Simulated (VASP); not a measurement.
A run of VASP 6.6.1:

The input INCAR:

```
SYSTEM = MgS
PREC = Accurate
ENCUT = 600
EDIFF = 1E-6
ISMEAR = 0
SIGMA = 0.1
LREAL = .False.
LASPH = .True.
NELM = 120
ALGO = Normal
ISIF = 2
LWAVE = .False.
LCHARG = .False.
GGA = B5
ALDAX = 1.0
AGGAX = 1.0
AGGAC = 1.0
ALDAC = 0.0
IVDW = 13
VDW_S6 = 1.0
VDW_S8 = 2.34076671
VDW_A1 = 0.44488865
VDW_A2 = 4.0933009
NBANDS = 16
GGA_COMPAT = .False.
```

KPOINTS

```
Automatic mesh
0
Gamma
  6 6 2
  0 0 0
```

The input POSCAR:

```
MgS
1.0
    4.0346224068      0.0000000000      0.0000000000
   -2.0173112034      3.4940854990      0.0000000000
    0.0000000000      0.0000000000      6.4322941800
Mg S
2 2
Direct
    0.6666666667      0.3333333333      0.4957548500
    0.3333333333      0.6666666667      0.9957548500
    0.3333333333      0.6666666667      0.3792441500
    0.6666666667      0.3333333333      0.8792441500
```

Potentials or basis: VASP PAW PBE potentials, release 64 (Mg, S).

Run with:

```sh
$ cat potpaw_PBE.64/Mg/POTCAR potpaw_PBE.64/S/POTCAR > POTCAR
$ mpirun -np 1 vasp_std > vasp.out
```

Hardware: 1 thread of Intel(R) Xeon(R) Platinum 8175M CPU @ 2.50GHz (Skylake/Cascade Lake) (shared host).

Estimate the wall time of this run.

Run time: 59 s on 1 thread of Intel(R) Xeon(R) Platinum 8175M CPU @ 2.50GHz (Skylake/Cascade Lake) (shared host), peak memory 0.23 GiB. Counts: scf iterations 13, k points 14.
